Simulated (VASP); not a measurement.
# Sn (Fd-3m) in VASP: notebook, part 2 of 2

VASP 6.6.1. Earlier steps stand in the parts before.

### Step 4. Single point, PBEsol

INCAR reads:

```
SYSTEM = Sn
PREC     = Accurate       ! precision mode
ENCUT    = 500            ! plane-wave cutoff, eV
EDIFF    = 1E-6           ! SCF threshold, eV
ISMEAR   = 1              ! smearing method
SIGMA    = 0.1            ! smearing width, eV
LREAL    = .FALSE.        ! projectors in reciprocal space
LASPH    = .TRUE.         ! aspherical terms in the spheres
NELM     = 120            ! most SCF steps
ALGO     = Normal         ! electronic algorithm
ISIF     = 2              ! what is computed and relaxed
LWAVE    = .FALSE.        ! write WAVECAR
LCHARG   = .FALSE.        ! write CHGCAR
GGA      = PS             ! functional
NBANDS   = 21             ! bands
GGA_COMPAT= .FALSE.
```

KPOINTS reads:

```
Automatic mesh
0
G
  4 4 4
  0 0 0
```

POSCAR reads:

```
Sn
1.0
    0.0000000000      3.2333428000      3.2333428000
    3.2333428000      0.0000000000      3.2333428000
    3.2333428000      3.2333428000      0.0000000000
Sn
2
Direct
    0.0000000000      0.0000000000      0.0000000000
    0.2500000000      0.2500000000      0.2500000000
```

Potentials or basis: VASP PAW PBE potentials, release 64 (Sn_d).

Launch:

```console
> cat potpaw_PBE.64/Sn_d/POTCAR > POTCAR
> mpirun -np 1 vasp_std > vasp.out
```

OUTCAR:

```text
SYSTEM = Sn
   PREC = Accurate
   ENCUT = 500
   EDIFF = 1E-6
   ISMEAR = 1
   LREAL = .FALSE.
   LASPH = .TRUE.
   NELM = 120
   ISIF = 2
   GGA = PS

 ion  position               nearest neighbor table
   1  0.000  0.000  0.000-   2 2.80   2 2.80   2 2.80   2 2.80
   2  0.250  0.250  0.250-   1 2.80   1 2.80   1 2.80   1 2.80

  LATTYP: Found a face centered cubic cell.
 ALAT       =     6.4666856000

  Lattice vectors:

 A1 = (   0.0000000000,   3.2333428000,   3.2333428000)
 A2 = (   3.2333428000,   0.0000000000,   3.2333428000)
 A3 = (   3.2333428000,   3.2333428000,   0.0000000000)

Analysis of symmetry for initial positions (statically):
=====================================================================
 Subroutine PRICEL returns:
 Original cell was already a primitive cell.

 Routine SETGRP: Setting up the symmetry group for a
 face centered cubic supercell.

 Subroutine GETGRP returns: Found 48 space group operations
 (whereof 24 operations were pure point group operations)
 out of a pool of 48 trial point group operations.

The static configuration has the point symmetry T_d .
 The point group associated with its full space group is O_h .

Analysis of symmetry for dynamics (positions and initial velocities):
=====================================================================
 Subroutine PRICEL returns:
 Original cell was already a primitive cell.

 Routine SETGRP: Setting up the symmetry group for a
 face centered cubic supercell.

 Subroutine GETGRP returns: Found 48 space group operations
 (whereof 24 operations were pure point group operations)
 out of a pool of 48 trial point group operations.

The dynamic configuration has the point symmetry T_d .
 The point group associated with its full space group is O_h .

 Subroutine INISYM returns: Found 48 space group operations
 (whereof 24 operations are pure point group operations),
 and found     1 'primitive' translations

----------------------------------------------------------------------------------------

                                     Primitive cell

  volume of cell :      67.6060

  direct lattice vectors                    reciprocal lattice vectors
     0.000000000  3.233342800  3.233342800    -0.154638723  0.154638723  0.154638723
     3.233342800  0.000000000  3.233342800     0.154638723 -0.154638723  0.154638723
     3.233342800  3.233342800  0.000000000     0.154638723  0.154638723 -0.154638723

  length of vectors
     4.572637240  4.572637240  4.572637240     0.267842124  0.267842124  0.267842124

  position of ions in fractional coordinates (direct lattice)
     0.000000000  0.000000000  0.000000000
     0.250000000  0.250000000  0.250000000

  ion indices of the primitive-cell ions
   primitive index   ion index
                 1           1
                 2           2

----------------------------------------------------------------------------------------

 KPOINTS: Automatic mesh

Automatic generation of k-mesh.
 Grid dimensions read from file:
 generate k-points for:    4    4    4

 Generating k-lattice:

  Cartesian coordinates                     Fractional coordinates (reciprocal lattice)
    -0.038659681  0.038659681  0.038659681     0.250000000  0.000000000  0.000000000
     0.038659681 -0.038659681  0.038659681     0.000000000  0.250000000  0.000000000
     0.038659681  0.038659681 -0.038659681     0.000000000  0.000000000  0.250000000

  Length of vectors
     0.066960531  0.066960531  0.066960531

  Shift w.r.t. Gamma in fractional coordinates (k-lattice)
     0.000000000  0.000000000  0.000000000

 Subroutine IBZKPT returns following result:
 ===========================================

 Found      8 irreducible k-points:

 Following reciprocal coordinates:
            Coordinates               Weight
  0.000000  0.000000  0.000000      1.000000
  0.250000  0.000000  0.000000      8.000000
  0.500000  0.000000  0.000000      4.000000
  0.250000  0.250000  0.000000      6.000000
  0.500000  0.250000  0.000000     24.000000
 -0.250000  0.250000  0.000000     12.000000
  0.500000  0.500000  0.000000      3.000000
 -0.250000  0.500000  0.250000      6.000000
   k-points           NKPTS =      8   k-points in BZ     NKDIM =      8   number of bands    NBANDS=     21
   number of dos      NEDOS =    301   number of ions     NIONS =      2
   total plane-waves  NPLWV =  46656
   dimension x,y,z NGX =    36 NGY =   36 NGZ =   36
   dimension x,y,z NGXF=    72 NGYF=   72 NGZF=   72
   ions per type =               2
   NGX,Y,Z   is equivalent  to a cutoff of  13.09, 13.09, 13.09 a.u.
   NGXF,Y,Z  is equivalent  to a cutoff of  26.18, 26.18, 26.18 a.u.
 SYSTEM =  Sn
   PREC   = accura    normal or accurate (medium, high low for compatibility)
   ISTART =      0    job   : 0-new  1-cont  2-samecut
   ICHARG =      2    charge: 1-file 2-atom 10-const
   ISPIN  =      1    spin polarized calculation?
   LNONCOLLINEAR =      F non collinear calculations
   LSORBIT =      F    spin-orbit coupling
   LASPH  =      T    aspherical Exc in radial PAW
   ENCUT  =  500.0 eV  36.75 Ry    6.06 a.u.   8.34  8.34  8.34*2*pi/ulx,y,z
   NELM   =    120;   NELMIN=  2; NELMDL= -5     # of ELM steps
   EDIFF  = 0.1E-05   stopping-criterion for ELM
   LREAL  =      F    real-space projection
   EDIFFG = 0.1E-04   stopping-criterion for IOM
   NSW    =      0    number of steps for IOM
   IBRION =     -1    ionic relax: 0-MD 1-quasi-New 2-CG
   NFREE  =      0    steps in history (QN), initial steepest desc. (CG)
   ISIF   =      2    stress and relaxation
   ISYM   =      2    0-nonsym 1-usesym 2-fastsym
   POTIM  = 0.5000    time-step for ionic-motion
   TEBEG  =    0.0;   TEEND  =   0.0 temperature during run
   PSTRESS=    0.0 pullay stress
   NELECT =      28.0000    total number of electrons
   NUPDOWN=      -1.0000    fix difference up-down
   EMIN   =  10.00;   EMAX   =-10.00  energy-range for DOS
   EFERMI =   0.00;   METHOD = LEGACY
   ISMEAR =     1;   SIGMA  =   0.10  broadening in eV -4-tet -1-fermi 0-gaus
   EFERMI_NEDOS =   21; number of points for ismear=-14 and -15
   IALGO  =     38    algorithm
   IMIX   =      4    mixing-type and parameters
     AMIX     =   0.40;   BMIX     =  1.00
     AMIX_MAG =   1.60;   BMIX_MAG =  1.00
  volume/ion in A,a.u.               =      33.80       228.11
  Fermi-wavevector in a.u.,A,eV,Ry     =   1.220298  2.306028 20.260793  1.489126
  Thomas-Fermi vector in A             =   2.355520
   LORBIT       =      0    0 simple, 1 ext, 2 COOP (PROOUT), +10 PAW based schemes
   GGA     = PS    functional components
   LHFCALC =     F    Hartree Fock is set to
   AEXX    =    0.0000 exact exchange contribution
   IVDW    =     0    specifies the selected vdW correction
   LEPSILON=     F    determine dielectric tensor
   LRPA    =     F    only Hartree local field effects (RPA)
 non-spin polarized calculation
 Methfessel and Paxton  Order N= 1 SIGMA  =   0.10
  energy-cutoff  :      500.00
  volume of cell :       67.61
 maximum number of plane-waves:      1759
 NGX is ok and might be reduce to    36
   NGX = 17   NGY = 17   NGZ = 17

 number of electron      28.0000008 magnetization

 Free energy of the ion-electron system (eV)
  ---------------------------------------------------
  ext. energy  EPLUGINS =         0.00000000
  ---------------------------------------------------
  free energy    TOTEN  =        -8.25265007 eV

  energy without entropy =       -8.25147781  energy(sigma->0) =       -8.25225932

 E-fermi :   5.5868     XC(G=0):  -9.0926

 val. band max:        5.5836467105   @ k =   0.5000   0.0000   0.0000
 cond. band min:       5.7143713911   @ k =   0.0000   0.0000   0.0000
 fundamental gap:      0.1307246806
 Fermi energy:         5.5867573736

 k-point     1 :       0.0000    0.0000    0.0000
  band No.  band energies     occupation
      1     -15.9749      2.00000
      2     -15.9749      2.00000
      3     -15.9749      2.00000
      4     -15.9135      2.00000
      5     -15.9135      2.00000
      6     -15.5924      2.00000
[... 13 lines left out ...]
     20      13.6109      0.00000
     21      13.6109      0.00000
[... 145 lines left out ...]
 k-point     8 :      -0.2500    0.5000    0.2500
  band No.  band energies     occupation
      1     -16.0463      2.00000
      2     -16.0463      2.00000
      3     -15.8290      2.00000
      4     -15.8290      2.00000
      5     -15.7553      2.00000
      6     -15.7553      2.00000
[... 13 lines left out ...]
     20      14.7270      0.00000
     21      15.8914      0.00000

------------------------ aborting loop because EDIFF is reached ----------------------------------------

  FORCE on cell =-STRESS in cart. coord.  units (eV):
  Direction    XX          YY          ZZ          XY          YZ          ZX
  --------------------------------------------------------------------------------------
  -------------------------------------------------------------------------------------
  Total        0.9281606      0.9281606      0.9281606      0.0000000      0.0000000      0.0000000
  in kB       21.9962409     21.9962409     21.9962409      0.0000000      0.0000000      0.0000000
  external PRESSURE =      21.9962409 kB  Pullay stress =       0.0000000 kB

 VOLUME and BASIS-vectors are now :
 -----------------------------------------------------------------------------
  energy-cutoff  :      500.00
  volume of cell :       67.61
      direct lattice vectors                 reciprocal lattice vectors
     0.000000000  3.233342800  3.233342800    -0.154638723  0.154638723  0.154638723
     3.233342800  0.000000000  3.233342800     0.154638723 -0.154638723  0.154638723
     3.233342800  3.233342800  0.000000000     0.154638723  0.154638723 -0.154638723

 POSITION                                       TOTAL-FORCE (eV/Angst)
 -----------------------------------------------------------------------------------
      0.00000      0.00000      0.00000        -0.000000     -0.000000     -0.000000
      1.61667      1.61667      1.61667         0.000000      0.000000      0.000000
 -----------------------------------------------------------------------------------
    total drift:                                0.000000      0.000000      0.000000

  FREE ENERGIE OF THE ION-ELECTRON SYSTEM (eV)
  ---------------------------------------------------
  free  energy   TOTEN  =        -8.2526500713 eV

  energy  without entropy=       -8.2514778107  energy(sigma->0) =       -8.25225932
```

It took 16 s on 1 thread of Intel Xeon Platinum 8259CL at 2.50GHz (Skylake/Cascade Lake), shared host; peak memory 0.19 GiB.

What came out:

```yaml
Free_energy: -8.2527 eV
Pressure: 2.2 GPa
Band_gap_on_the_k_mesh: zero (band 14 reaches 5.71 eV, above the bottom of band 15 at 5.58 eV)
```

Caveat: the k points lie up to 0.42 Å⁻¹ apart; the PAW data sets were made with another functional, which shifts forces and pressure a little; spin-orbit coupling is left out, which moves the levels of the heavy elements.

### Step 5. Single point, PBEsol

INCAR reads:

```
ALGO = Normal
EDIFF = 1E-6
ENCUT = 500
GGA = PS
GGA_COMPAT = F
ISIF = 2
ISMEAR = 1
LASPH = T
LCHARG = F
LREAL = F
LWAVE = F
NBANDS = 21
NELM = 120
PREC = Accurate
SIGMA = 0.1
```

KPOINTS reads:

```
k-points
0
Gamma
  5 5 5
```

POSCAR is that of step 4.

Launch:

```console
> cat potpaw_PBE.64/Sn_d/POTCAR > POTCAR
> mpirun -np 1 vasp_std > vasp.out
```

Run time: 20 s. Hardware: 1 thread of Intel Xeon Platinum 8259CL at 2.50GHz (Skylake/Cascade Lake), shared host; peak memory 0.19 GiB.

It converged, with:

```
Free energy            : -8.3725 eV
Pressure               : 1.7 GPa
Band gap on the k mesh : zero (band 14 reaches 5.70 eV, above the bottom of band 15 at 5.63 eV)
```

Levels at points of the mesh, in eV from the Fermi level:
```tsv
k point	band 12	band 13	band 14	band 15	band 16	band 17
(0.00, 0.00, 0.00)	-0.61	0.10	0.10	0.10	2.16	2.16
```

Caveat: the PAW data sets were made with another functional, which shifts forces and pressure a little; spin-orbit coupling is left out, which moves the levels of the heavy elements.

### Step 6. Summary

```csv
k mesh,gap on the mesh (eV),pressure (GPa)
2 × 2 × 2,none,10.9
3 × 3 × 3,none,3.4
4 × 4 × 4,none,2.2
5 × 5 × 5,none,1.7
```

Alike in all rows: task single point; level PBEsol; potentials or basis VASP PAW PBE potentials, release 64 (Sn_d); no spin polarisation; cell as given; cutoff (eV) 500; smearing methfessel-paxton 0.1 eV.

Caveats: some runs use coarse meshes; the PAW data sets were made with another functional, which shifts forces and pressure a little; spin-orbit coupling is left out, which moves the levels of the heavy elements.

Total energies depend on the potentials used, so only differences within one code and one set of settings carry meaning.
